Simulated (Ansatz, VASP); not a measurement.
## SnSe: VASP beside Ansatz

The input POSCAR:

```
SnSe
1.0
    4.2161971463      0.0000000000      0.0000000000
    0.0000000000      4.2161971463      0.0000000000
    0.0000000000      0.0000000000     11.3540614930
Sn Se
2 2
Direct
    0.5000000000      0.0000000000      0.3722291100
    0.0000000000      0.5000000000      0.6277708900
    0.5000000000      0.0000000000      0.6160394900
    0.0000000000      0.5000000000      0.3839605100
```

File INCAR.step1:

```
ALGO = Normal ; EDIFF = 1E-4
ENCUT = 520 ; GGA = PE
ISMEAR = 0 ; LASPH = True
LCHARG = False ; LREAL = False
LWAVE = True ; NBANDS = 28
NELM = 80 ; PREC = Accurate
SIGMA = 0.05
```

INCAR.step2

```
ALGO = Normal ; EDIFF = 1E-7
ENCUT = 520 ; ISIF = 2
ISMEAR = 0 ; ISTART = 1
LASPH = True ; LCHARG = False
LMIXTAU = True ; LREAL = False
LWAVE = False ; METAGGA = R2SCAN
NBANDS = 28 ; NELM = 80
PREC = Accurate ; SIGMA = 0.05
```

File KPOINTS:

```
k-points
0
Gamma
  8 8 4
```

Input for Ansatz:

```yaml
crystal:
  lattice:
    - [4.2161971463, 0.0, 0.0]
    - [0.0, 4.2161971463, 0.0]
    - [0.0, 0.0, 11.354061493]
  atoms:
    - { symbol: Sn, position: [0.5, 0.0, 0.37222911] }
    - { symbol: Sn, position: [0.0, 0.5, 0.62777089] }
    - { symbol: Se, position: [0.5, 0.0, 0.61603949] }
    - { symbol: Se, position: [0.0, 0.5, 0.38396051] }
basis:
  ecutwfc: 500
kpoints:
  mp_grid: { grid: [8, 8, 4] }
hamiltonian:
  xc: r2scan
scf:
  occupations: { method: gaussian, width: 0.05 }
output:
  forces: true
  stress: true
  eigenvalues: true
```

Alike in both runs: task single point; functional r2SCAN; k mesh 8 × 8 × 4; occupations gaussian, width 0.05 eV; no spin polarisation.

|  | VASP | Ansatz |
| --- | --- | --- |
| version | VASP 6.6.1 | Ansatz 0.2.0 |
| potentials or method | VASP PAW PBE potentials, release 64 (Sn_d, Se), cutoff 520 eV | scalar-relativistic, plane waves, PAW |
| valence electrons in the cell | 40 | 60 |

|  | VASP | Ansatz | Ansatz less VASP |
| --- | --- | --- | --- |
| gap on the k mesh at the Fermi level (eV) | 1.24 | 1.25 | +0.006 |
| least direct gap on the mesh (eV) | 1.29 | 1.30 | +0.006 |
| rms of the force components (eV/Å) | 0.182 | 0.188 | +0.0061 |

VASP's potentials were made for PBE, not for r2SCAN. Atom by atom the forces differ by 0.006 eV/Å (rms over components). With one functional, cell and mesh, what is left measures potentials, basis and numerics. VASP's potentials hold 40 valence electrons a cell and Ansatz's 60, so a difference there can come from the potentials and not from the codes.
